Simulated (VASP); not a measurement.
# Li (P6_3/mmc) in VASP: notebook, part 3 of 3

VASP 6.6.1. The steps go on from the part before.

## Step 4: Single point, PBEsol (21.77 Å³/atom)

This run uses another cell than the first one, of 21.77 Å³/atom.

Input file INCAR:

```
PREC = Accurate
ENCUT = 520
EDIFF = 1E-6
ISMEAR = -1
SIGMA = 0.03
LREAL = False
LASPH = True
NELM = 80
ALGO = Normal
ISIF = 2
LWAVE = False
LCHARG = False
GGA = PS
NBANDS = 10
```

Input file KPOINTS:

```
Automatic mesh
0
Gamma
  15 15 8
```

Input file POSCAR:

```
Li
1.0
    3.1316054153      0.0000000000      0.0000000000
   -1.5658027076      2.7120498443      0.0000000000
    0.0000000000      0.0000000000      5.1267294598
Li
2
Direct
    0.3333333333      0.6666666667      0.2500000000
    0.6666666667      0.3333333333      0.7500000000
```

Potentials or basis: VASP PAW PBE potentials, release 64 (Li_sv).

On the command line:

```
cat potpaw_PBE.64/Li_sv/POTCAR > POTCAR
mpirun -np 1 vasp_std > vasp.out
```

OUTCAR:

```text
PREC = Accurate
   ENCUT = 520
   EDIFF = 1E-6
   ISMEAR = -1
   LREAL = False
   LASPH = True
   NELM = 80
   ISIF = 2
   GGA = PS

 ion  position               nearest neighbor table
   1  0.333  0.667  0.250-
   2  0.667  0.333  0.750-

  LATTYP: Found a hexagonal cell.
 ALAT       =     3.1316054153
 C/A-ratio  =     1.6370930497

  Lattice vectors:

 A1 = (   3.1316054153,   0.0000000000,   0.0000000000)
 A2 = (  -1.5658027076,   2.7120498443,   0.0000000000)
 A3 = (   0.0000000000,   0.0000000000,   5.1267294598)

Analysis of symmetry for initial positions (statically):
=====================================================================
 Subroutine PRICEL returns:
 Original cell was already a primitive cell.

 Routine SETGRP: Setting up the symmetry group for a
 hexagonal supercell.

 Subroutine GETGRP returns: Found 24 space group operations
 (whereof 12 operations were pure point group operations)
 out of a pool of 24 trial point group operations.

The static configuration has the point symmetry D_3d.
 The point group associated with its full space group is D_6h.

Analysis of symmetry for dynamics (positions and initial velocities):
=====================================================================
 Subroutine PRICEL returns:
 Original cell was already a primitive cell.

 Routine SETGRP: Setting up the symmetry group for a
 hexagonal supercell.

 Subroutine GETGRP returns: Found 24 space group operations
 (whereof 12 operations were pure point group operations)
 out of a pool of 24 trial point group operations.

The dynamic configuration has the point symmetry D_3d.
 The point group associated with its full space group is D_6h.

 Subroutine INISYM returns: Found 24 space group operations
 (whereof 12 operations are pure point group operations),
 and found     1 'primitive' translations

----------------------------------------------------------------------------------------

                                     Primitive cell

  volume of cell :      43.5417

  direct lattice vectors                    reciprocal lattice vectors
     3.131605415  0.000000000  0.000000000     0.319325032  0.184362393  0.000000000
    -1.565802708  2.712049844  0.000000000     0.000000000  0.368724787  0.000000000
     0.000000000  0.000000000  5.126729460     0.000000000  0.000000000  0.195056128

  length of vectors
     3.131605415  3.131605415  5.126729460     0.368724787  0.368724787  0.195056128

  position of ions in fractional coordinates (direct lattice)
     0.333333333  0.666666667  0.250000000
     0.666666667  0.333333333  0.750000000

  ion indices of the primitive-cell ions
   primitive index   ion index
                 1           1
                 2           2

----------------------------------------------------------------------------------------

 KPOINTS: Automatic mesh

Automatic generation of k-mesh.
 Grid dimensions read from file:
 generate k-points for:   15   15    8

 Generating k-lattice:

  Cartesian coordinates                     Fractional coordinates (reciprocal lattice)
     0.021288335  0.012290826  0.000000000     0.066666667 -0.000000000  0.000000000
     0.000000000  0.024581652  0.000000000     0.000000000  0.066666667  0.000000000
     0.000000000  0.000000000  0.024382016     0.000000000  0.000000000  0.125000000

  Length of vectors
     0.024581652  0.024581652  0.024382016

  Shift w.r.t. Gamma in fractional coordinates (k-lattice)
     0.000000000  0.000000000  0.000000000

 Subroutine IBZKPT returns following result:
 ===========================================

 Found    135 irreducible k-points:

 Following reciprocal coordinates:
            Coordinates               Weight
  0.000000  0.000000  0.000000      1.000000
  0.066667  0.000000  0.000000      6.000000
  0.133333  0.000000  0.000000      6.000000
  0.200000 -0.000000  0.000000      6.000000
  0.266667  0.000000  0.000000      6.000000
  0.333333  0.000000  0.000000      6.000000
[... 16 lines left out ...]
  0.333333  0.200000  0.000000     12.000000
  0.400000  0.200000  0.000000      6.000000
 [... further k-points ...]
   k-points           NKPTS =    135   k-points in BZ     NKDIM =    135   number of bands    NBANDS=     10
   number of dos      NEDOS =    301   number of ions     NIONS =      2
   total plane-waves  NPLWV =  23040
   dimension x,y,z NGX =    24 NGY =   24 NGZ =   40
   dimension x,y,z NGXF=    48 NGYF=   48 NGZF=   80
   ions per type =               2
   NGX,Y,Z   is equivalent  to a cutoff of  12.74, 12.74, 12.97 a.u.
   NGXF,Y,Z  is equivalent  to a cutoff of  25.48, 25.48, 25.94 a.u.
 SYSTEM =  unknown system
   PREC   = accura    normal or accurate (medium, high low for compatibility)
   ISTART =      0    job   : 0-new  1-cont  2-samecut
   ICHARG =      2    charge: 1-file 2-atom 10-const
   ISPIN  =      1    spin polarized calculation?
   LNONCOLLINEAR =      F non collinear calculations
   LSORBIT =      F    spin-orbit coupling
   LASPH  =      T    aspherical Exc in radial PAW
   ENCUT  =  520.0 eV  38.22 Ry    6.18 a.u.   5.82  5.82  9.53*2*pi/ulx,y,z
   NELM   =     80;   NELMIN=  2; NELMDL= -5     # of ELM steps
   EDIFF  = 0.1E-05   stopping-criterion for ELM
   LREAL  =      F    real-space projection
   EDIFFG = 0.1E-04   stopping-criterion for IOM
   NSW    =      0    number of steps for IOM
   IBRION =     -1    ionic relax: 0-MD 1-quasi-New 2-CG
   NFREE  =      0    steps in history (QN), initial steepest desc. (CG)
   ISIF   =      2    stress and relaxation
   ISYM   =      2    0-nonsym 1-usesym 2-fastsym
   POTIM  = 0.5000    time-step for ionic-motion
   TEBEG  =    0.0;   TEEND  =   0.0 temperature during run
   PSTRESS=    0.0 pullay stress
   NELECT =       6.0000    total number of electrons
   NUPDOWN=      -1.0000    fix difference up-down
   EMIN   =  10.00;   EMAX   =-10.00  energy-range for DOS
   EFERMI =   0.00;   METHOD = LEGACY
   ISMEAR =    -1;   SIGMA  =   0.03  broadening in eV -4-tet -1-fermi 0-gaus
   EFERMI_NEDOS =   21; number of points for ismear=-14 and -15
   IALGO  =     38    algorithm
   IMIX   =      4    mixing-type and parameters
     AMIX     =   0.40;   BMIX     =  1.00
     AMIX_MAG =   1.60;   BMIX_MAG =  1.00
  volume/ion in A,a.u.               =      21.77       146.92
  Fermi-wavevector in a.u.,A,eV,Ry     =   0.845584  1.597923  9.728338  0.715013
  Thomas-Fermi vector in A             =   1.960796
   LORBIT       =      0    0 simple, 1 ext, 2 COOP (PROOUT), +10 PAW based schemes
   GGA     = PS    functional components
   LHFCALC =     F    Hartree Fock is set to
   AEXX    =    0.0000 exact exchange contribution
   IVDW    =     0    specifies the selected vdW correction
   LEPSILON=     F    determine dielectric tensor
   LRPA    =     F    only Hartree local field effects (RPA)
 non-spin polarized calculation
  energy-cutoff  :      520.00
  volume of cell :       43.54
 maximum number of plane-waves:      1189
 NGX is ok and might be reduce to    24
   NGX = 11   NGY = 11   NGZ = 19

 number of electron       5.9999995 magnetization

 Free energy of the ion-electron system (eV)
  ---------------------------------------------------
  ext. energy  EPLUGINS =         0.00000000
  ---------------------------------------------------
  free energy    TOTEN  =        -3.92645955 eV

  energy without entropy =       -3.92318520  energy(sigma->0) =       -3.92482238

 E-fermi :   0.4391     XC(G=0):  -6.8457

 val. band max:        0.4387936760   @ k =   0.4667   0.0667   0.0000
 cond. band min:       0.4431220171   @ k =   0.4000  -0.0000   0.5000
 fundamental gap:      0.0043283411
 Fermi energy:         0.4390613146

 k-point     1 :       0.0000    0.0000    0.0000
  band No.  band energies     occupation
      1     -45.6017      2.00000
      2     -45.5877      2.00000
      3      -3.0263      2.00000
      4       0.4344      1.07691
      5       3.1237      0.00000
      6      12.3324      0.00000
      7      12.3324      0.00000
      8      13.6657      0.00000
      9      13.6657      0.00000
     10      14.1818      0.00000
[... 287 lines left out ...]
 k-point    24 :       0.4000    0.2000    0.0000
  band No.  band energies     occupation
      1     -45.5860      2.00000
      2     -45.5832      2.00000
      3       0.9415      0.00000
      4       1.8496      0.00000
      5       4.5653      0.00000
      6       5.5089      0.00000
      7       6.3841      0.00000
      8       6.5260      0.00000
      9       9.9100      0.00000
     10      10.3879      0.00000

 [... further k-points ...]

------------------------ aborting loop because EDIFF is reached ----------------------------------------

  FORCE on cell =-STRESS in cart. coord.  units (eV):
  Direction    XX          YY          ZZ          XY          YZ          ZX
  --------------------------------------------------------------------------------------
  -------------------------------------------------------------------------------------
  Total       -0.2667997     -0.2667997     -0.2638974     -0.0000000     -0.0000000      0.0000000
  in kB       -9.8172714     -9.8172714     -9.7104785     -0.0000000     -0.0000000      0.0000000
  external PRESSURE =      -9.7816737 kB  Pullay stress =       0.0000000 kB

 VOLUME and BASIS-vectors are now :
 -----------------------------------------------------------------------------
  energy-cutoff  :      520.00
  volume of cell :       43.54
      direct lattice vectors                 reciprocal lattice vectors
     3.131605415  0.000000000  0.000000000     0.319325032  0.184362393  0.000000000
    -1.565802708  2.712049844  0.000000000     0.000000000  0.368724787  0.000000000
     0.000000000  0.000000000  5.126729460     0.000000000  0.000000000  0.195056128

 POSITION                                       TOTAL-FORCE (eV/Angst)
 -----------------------------------------------------------------------------------
     -0.00000      1.80803      1.28168        -0.000000     -0.000000     -0.000000
      1.56580      0.90402      3.84505         0.000000      0.000000      0.000000
 -----------------------------------------------------------------------------------
    total drift:                               -0.000000      0.000000      0.000000

  FREE ENERGIE OF THE ION-ELECTRON SYSTEM (eV)
  ---------------------------------------------------
  free  energy   TOTEN  =        -3.9264595549 eV

  energy  without entropy=       -3.9231851963  energy(sigma->0) =       -3.92482238
```

OSZICAR:

```text
N       E                     dE             d eps       ncg     rms          rms(c)
DAV:   1     0.162085400277E+02    0.16209E+02   -0.32249E+03  2700   0.562E+02
DAV:   2    -0.123856159446E+01   -0.17447E+02   -0.16977E+02  3402   0.106E+02
DAV:   3    -0.388643345647E+01   -0.26479E+01   -0.26249E+01  4506   0.311E+01
DAV:   4    -0.393136334980E+01   -0.44930E-01   -0.44882E-01  3480   0.467E+00
DAV:   5    -0.393189765866E+01   -0.53431E-03   -0.53427E-03  3650   0.483E-01    0.562E-01
DAV:   6    -0.392804110114E+01    0.38566E-02   -0.11220E-03  4388   0.175E-01    0.315E-01
DAV:   7    -0.392642057848E+01    0.16205E-02   -0.25482E-03  4452   0.282E-01    0.322E-02
DAV:   8    -0.392646213120E+01   -0.41553E-04   -0.51577E-04  3420   0.129E-01    0.994E-03
DAV:   9    -0.392645956323E+01    0.25680E-05   -0.38526E-06  3748   0.153E-02    0.119E-03
DAV:  10    -0.392645955492E+01    0.83108E-08   -0.27495E-07  2234   0.490E-03
   1 F= -.39264596E+01 E0= -.39248224E+01  d E =-.327436E-02
```

Run time: 16 s. Hardware: 1 thread of Intel Xeon Platinum 8488C (Sapphire Rapids), shared host; peak memory 0.17 GiB.

What came out:

```
Free energy            : -3.9265 eV
Band gap on the k mesh : zero (bands 3 and 4 overlap by 4.47 eV)
```

Levels at points of the mesh, in eV from the Fermi level:
```csv
k point,band 1,band 2,band 3,band 4,band 5,band 6,band 7,band 8
"(0.00, 0.00, 0.00)",-46.04,-46.03,-3.47,0.00,2.68,11.89,11.89,13.23
"(0.00, 0.00, 0.50)",-46.03,-46.03,-2.39,-2.39,7.55,7.55,12.76,12.76
```

Caveat: the cutoff is under 1.25 times the usual one of these potentials, so pressure, stress and relaxed cells hold a basis-set (Pulay) error; the PAW data sets were made with another functional, which shifts forces and pressure a little.

## Step 5: Single point, PBEsol (22.62 Å³/atom)

This run uses another cell than the first one, of 22.62 Å³/atom.

Input file INCAR:

```
  PREC = Accurate
  ENCUT = 520
  EDIFF = 1E-6
  ISMEAR = -1
  SIGMA = 0.03
  LREAL = False
  LASPH = True
  NELM = 80
  ALGO = Normal
  ISIF = 2
  LWAVE = False
  LCHARG = True
  GGA = PS
  LELF = True
  LVHAR = True
  NBANDS = 10
```

KPOINTS is that of step 4.

Input file POSCAR:

```
Li
1.0
    3.1720176844      0.0000000000      0.0000000000
   -1.5860088422      2.7470478959      0.0000000000
    0.0000000000      0.0000000000      5.1928881046
Li
2
Direct
    0.3333333333      0.6666666667      0.2500000000
    0.6666666667      0.3333333333      0.7500000000
```

On the command line:

```
cat potpaw_PBE.64/Li_sv/POTCAR > POTCAR
mpirun -np 1 vasp_std > vasp.out
```

Run time: 17 s. Hardware: 1 thread of Intel Xeon Platinum 8488C (Sapphire Rapids), shared host; peak memory 0.17 GiB.

The run converged. Its results:

- Free energy: -3.9152 eV
- Band gap on the k mesh: zero (bands 3 and 4 overlap by 4.39 eV)

Levels at points of the mesh, in eV from the Fermi level:
```tsv
k point	band 1	band 2	band 3	band 4	band 5	band 6	band 7
(0.00, 0.00, 0.00)	-46.11	-46.10	-3.42	0.01	2.57	11.58	11.58
(0.00, 0.00, 0.50)	-46.11	-46.11	-2.35	-2.35	7.35	7.35	12.42
```

Caveat: the cutoff is under 1.25 times the usual one of these potentials, so pressure, stress and relaxed cells hold a basis-set (Pulay) error; the PAW data sets were made with another functional, which shifts forces and pressure a little.

## Step 6: Overview

| cell | gap on the mesh (eV) |
| --- | --- |
| a = 3.069, b = 3.069, c = 5.024 Å, angles 90.0, 90.0, 120.0°, 2 atoms | none |
| a = 3.101, b = 3.101, c = 5.076 Å, angles 90.0, 90.0, 120.0°, 2 atoms | none |
| a = 3.132, b = 3.132, c = 5.127 Å, angles 90.0, 90.0, 120.0°, 2 atoms | none |
| a = 3.172, b = 3.172, c = 5.193 Å, angles 90.0, 90.0, 120.0°, 2 atoms | none |

Alike in all rows: task single point; level PBEsol; potentials or basis VASP PAW PBE potentials, release 64 (Li_sv); no spin polarisation; k mesh 15 × 15 × 8; cutoff (eV) 520; smearing fermi-dirac 0.03 eV.

Caveats: the cutoff is under 1.25 times the usual one of these potentials, so pressure, stress and relaxed cells hold a basis-set (Pulay) error; the PAW data sets were made with another functional, which shifts forces and pressure a little.

Absolute energies hang on the potentials; compare differences alone.

The gap in the log of VASP goes by the Fermi energy; the results here count the filled bands.